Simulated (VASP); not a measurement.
# MgB2 (P6/mmm) in VASP: single point with PBEsol

Aim: the single point of MgB2 with PBEsol.

Everything below comes from runs of VASP 6.6.1. Logs are shortened: lines on timing, memory, paths and dates and some standing lists are left out, and cuts for length are marked.

### 1 The cell of the first run

It takes space group P6/mmm (No. 191, hexagonal). Conventional cell: a = 3.062 Å, b = 3.062 Å, c = 3.505 Å, α = 90.00°, β = 90.00°, γ = 120.00°. Within 3.3 Å of Mg (site symmetry 6/mmm) lie 12 B at 2.49 Å and 6 Mg at 3.06 Å. B (site symmetry -6m2) has 3 B at 1.77 Å within 2.3 Å.

### 2 Single point, PBEsol

Contents of INCAR:

```
SYSTEM = MgB2
PREC = Accurate
ENCUT = 600
EDIFF = 1E-6
ISMEAR = 0
SIGMA = 0.1
LREAL = .False.
LASPH = .True.
NELM = 120
ALGO = Normal
ISIF = 2
LWAVE = .False.
LCHARG = .False.
GGA = PS
NBANDS = 11
GGA_COMPAT = .False.
```

Contents of KPOINTS:

```
Automatic mesh
0
Gamma
  15 15 12
  0 0 0
```

Contents of POSCAR:

```
MgB2
1.0
    3.0616662444      0.0000000000      0.0000000000
   -1.5308331222      2.6514807456      0.0000000000
    0.0000000000      0.0000000000      3.5045635065
Mg B
1 2
Direct
    0.0000000000      0.0000000000      0.0000000000
    0.6666666667      0.3333333333      0.5000000000
    0.3333333333      0.6666666667      0.5000000000
```

Potentials or basis: VASP PAW PBE potentials, release 64 (Mg, B).

Command:

```bash
$ cat potpaw_PBE.64/Mg/POTCAR potpaw_PBE.64/B/POTCAR > POTCAR
$ mpirun -np 1 vasp_std > vasp.out
```

OUTCAR:

```text
SYSTEM = MgB2
   PREC = Accurate
   ENCUT = 600
   EDIFF = 1E-6
   ISMEAR = 0
   LREAL = .False.
   LASPH = .True.
   NELM = 120
   ISIF = 2
   GGA = PS

 ion  position               nearest neighbor table
   1  0.000  0.000  0.000-   2 2.49   3 2.49   2 2.49   3 2.49   2 2.49   2 2.49   3 2.49   3 2.49
                             2 2.49   2 2.49   3 2.49   3 2.49
   2  0.667  0.333  0.500-   3 1.77   3 1.77   3 1.77   1 2.49   1 2.49   1 2.49   1 2.49   1 2.49
                             1 2.49
   3  0.333  0.667  0.500-   2 1.77   2 1.77   2 1.77   1 2.49   1 2.49   1 2.49   1 2.49   1 2.49
                             1 2.49

  LATTYP: Found a hexagonal cell.
 ALAT       =     3.0616662444
 C/A-ratio  =     1.1446588971

  Lattice vectors:

 A1 = (   3.0616662444,   0.0000000000,   0.0000000000)
 A2 = (  -1.5308331222,   2.6514807456,   0.0000000000)
 A3 = (   0.0000000000,   0.0000000000,   3.5045635065)

Analysis of symmetry for initial positions (statically):
=====================================================================
 Subroutine PRICEL returns:
 Original cell was already a primitive cell.

 Routine SETGRP: Setting up the symmetry group for a
 hexagonal supercell.

 Subroutine GETGRP returns: Found 24 space group operations
 (whereof 24 operations were pure point group operations)
 out of a pool of 24 trial point group operations.

The static configuration has the point symmetry D_6h.

Analysis of symmetry for dynamics (positions and initial velocities):
=====================================================================
 Subroutine PRICEL returns:
 Original cell was already a primitive cell.

 Routine SETGRP: Setting up the symmetry group for a
 hexagonal supercell.

 Subroutine GETGRP returns: Found 24 space group operations
 (whereof 24 operations were pure point group operations)
 out of a pool of 24 trial point group operations.

The dynamic configuration has the point symmetry D_6h.

 Subroutine INISYM returns: Found 24 space group operations
 (whereof 24 operations are pure point group operations),
 and found     1 'primitive' translations

----------------------------------------------------------------------------------------

                                     Primitive cell

  volume of cell :      28.4499

  direct lattice vectors                    reciprocal lattice vectors
     3.061666244  0.000000000  0.000000000     0.326619533  0.188573875  0.000000000
    -1.530833122  2.651480746  0.000000000     0.000000000  0.377147751  0.000000000
[... 97 lines left out ...]
   PSTRESS=    0.0 pullay stress
   NELECT =       8.0000    total number of electrons
   NUPDOWN=      -1.0000    fix difference up-down
   EMIN   =  10.00;   EMAX   =-10.00  energy-range for DOS
   EFERMI =   0.00;   METHOD = LEGACY
   ISMEAR =     0;   SIGMA  =   0.10  broadening in eV -4-tet -1-fermi 0-gaus
   EFERMI_NEDOS =   21; number of points for ismear=-14 and -15
   IALGO  =     38    algorithm
   IMIX   =      4    mixing-type and parameters
     AMIX     =   0.40;   BMIX     =  1.00
     AMIX_MAG =   1.60;   BMIX_MAG =  1.00
  volume/ion in A,a.u.               =       9.48        64.00
  Fermi-wavevector in a.u.,A,eV,Ry     =   1.072535  2.026797 15.651203  1.150331
  Thomas-Fermi vector in A             =   2.208308
   LORBIT       =      0    0 simple, 1 ext, 2 COOP (PROOUT), +10 PAW based schemes
   GGA     = PS    functional components
   LHFCALC =     F    Hartree Fock is set to
   AEXX    =    0.0000 exact exchange contribution
   IVDW    =     0    specifies the selected vdW correction
   LEPSILON=     F    determine dielectric tensor
   LRPA    =     F    only Hartree local field effects (RPA)
 non-spin polarized calculation
 Gauss-broadening in eV      SIGMA  =   0.10
  energy-cutoff  :      600.00
  volume of cell :       28.45
 maximum number of plane-waves:       972
   NGX = 13   NGY = 13   NGZ = 13

 number of electron       8.0000000 magnetization

 Free energy of the ion-electron system (eV)
  ---------------------------------------------------
  ext. energy  EPLUGINS =         0.00000000
  ---------------------------------------------------
  free energy    TOTEN  =       -16.22665605 eV

  energy without entropy =      -16.22259599  energy(sigma->0) =      -16.22462602

 E-fermi :   5.3397     XC(G=0): -11.0729

 val. band max:        5.3341643277   @ k =   0.0667   0.0667   0.2500
 cond. band min:       5.3439616015   @ k =   0.0667   0.0000   0.0000
 fundamental gap:      0.0097972738
 Fermi energy:         5.3396827217

 k-point     1 :       0.0000    0.0000    0.0000
  band No.  band energies     occupation
      1      -7.1794      2.00000
      2       2.3450      2.00000
      3       5.7500      0.00000
      4       5.7500      0.00000
      5       6.9838      0.00000
      6      11.7385      0.00000
      7      11.7385      0.00000
      8      13.7235      0.00000
      9      15.4861      0.00000
     10      18.1502      0.00000
     11      21.6106      0.00000
[... 309 lines left out ...]
 k-point    24 :       0.4000    0.2000    0.0000
  band No.  band energies     occupation
      1      -2.7536      2.00000
      2      -2.1115      2.00000
      3       0.8846      2.00000
      4       6.1277      0.00000
      5       8.1062      0.00000
      6      11.0242      0.00000
      7      11.3138      0.00000
      8      13.5935      0.00000
      9      14.9558      0.00000
     10      17.3583      0.00000
     11      19.3301      0.00000

 [... further k-points ...]

------------------------ aborting loop because EDIFF is reached ----------------------------------------

  FORCE on cell =-STRESS in cart. coord.  units (eV):
  Direction    XX          YY          ZZ          XY          YZ          ZX
  --------------------------------------------------------------------------------------
  -------------------------------------------------------------------------------------
  Total        0.0133696      0.0133696     -0.0320739     -0.0000000      0.0000000      0.0000000
  in kB        0.7529214      0.7529214     -1.8062673     -0.0000000      0.0000000      0.0000000
  external PRESSURE =      -0.1001415 kB  Pullay stress =       0.0000000 kB

 VOLUME and BASIS-vectors are now :
 -----------------------------------------------------------------------------
  energy-cutoff  :      600.00
  volume of cell :       28.45
      direct lattice vectors                 reciprocal lattice vectors
     3.061666244  0.000000000  0.000000000     0.326619533  0.188573875  0.000000000
    -1.530833122  2.651480746  0.000000000     0.000000000  0.377147751  0.000000000
     0.000000000  0.000000000  3.504563506     0.000000000  0.000000000  0.285342240

 POSITION                                       TOTAL-FORCE (eV/Angst)
 -----------------------------------------------------------------------------------
      0.00000      0.00000      0.00000        -0.000000      0.000000      0.000000
      1.53083      0.88383      1.75228        -0.000000     -0.000000     -0.000000
     -0.00000      1.76765      1.75228         0.000000      0.000000      0.000000
 -----------------------------------------------------------------------------------
    total drift:                                0.000000     -0.000000      0.000000

  FREE ENERGIE OF THE ION-ELECTRON SYSTEM (eV)
  ---------------------------------------------------
  free  energy   TOTEN  =       -16.2266560541 eV

  energy  without entropy=      -16.2225959877  energy(sigma->0) =      -16.22462602
```

OSZICAR:

```text
N       E                     dE             d eps       ncg     rms          rms(c)
DAV:   1     0.677363563824E+01    0.67736E+01   -0.40756E+03  4374   0.685E+02
DAV:   2    -0.171781972284E+02   -0.23952E+02   -0.22551E+02  5241   0.117E+02
DAV:   3    -0.178641253716E+02   -0.68593E+00   -0.68220E+00  5440   0.165E+01
DAV:   4    -0.178659833750E+02   -0.18580E-02   -0.18577E-02  4866   0.890E-01
DAV:   5    -0.178659900953E+02   -0.67202E-05   -0.67202E-05  5087   0.584E-02    0.526E+00
DAV:   6    -0.164651328765E+02    0.14009E+01   -0.17588E+00  4745   0.607E+00    0.246E+00
DAV:   7    -0.162323015838E+02    0.23283E+00   -0.85805E-01  4889   0.425E+00    0.750E-01
DAV:   8    -0.162340651850E+02   -0.17636E-02   -0.76751E-02  4687   0.155E+00    0.335E-01
DAV:   9    -0.162267209224E+02    0.73443E-02   -0.17283E-02  4638   0.597E-01    0.581E-02
DAV:  10    -0.162266634087E+02    0.57514E-04   -0.83701E-04  5185   0.165E-01    0.202E-02
DAV:  11    -0.162266565898E+02    0.68189E-05   -0.38833E-05  4624   0.371E-02    0.333E-03
DAV:  12    -0.162266560541E+02    0.53568E-06   -0.36887E-06  4662   0.912E-03
   1 F= -.16226656E+02 E0= -.16224626E+02  d E =-.406007E-02
```

stdout:

```text
POSCAR found type information on POSCAR MgB
 POSCAR found :  2 types and       3 ions
 scaLAPACK will be used
 -----------------------------------------------------------------------------
|                                                                             |
|                                                                             |
|     You enforced a specific xc type in the INCAR file but a different       |
|     I HOPE YOU KNOW WHAT YOU ARE DOING!                                     |
|                                                                             |
 -----------------------------------------------------------------------------

 LDA part: xc-table for (Slater+PW92), standard interpolation
 POSCAR, INCAR and KPOINTS ok, starting setup
 FFT: planning ... GRIDC
 FFT: planning ... GRID_SOFT
 FFT: planning ... GRID
 WAVECAR not read
 entering main loop
```

Run time: 36 s. Hardware: 1 thread of Intel Xeon Platinum 8259CL at 2.50GHz (Skylake/Cascade Lake), shared host; peak memory 0.2 GiB.

Results:

```yaml
Free_energy: -16.2267 eV
Pressure: 0.0 GPa
Band_gap_on_the_k_mesh: zero (bands 4 and 5 overlap by 3.86 eV)
```

Levels at points of the mesh, in eV from the Fermi level:
| k point | band 1 | band 2 | band 3 | band 4 | band 5 | band 6 | band 7 | band 8 |
| --- | --- | --- | --- | --- | --- | --- | --- | --- |
| (0.00, 0.00, 0.00) | -12.52 | -2.99 | 0.41 | 0.41 | 1.64 | 6.40 | 6.40 | 8.38 |
| (0.00, 0.00, 0.50) | -11.22 | -7.54 | 0.79 | 0.79 | 6.72 | 6.72 | 8.11 | 10.06 |

Caveat: the PAW data sets were made with another functional, which shifts forces and pressure a little.
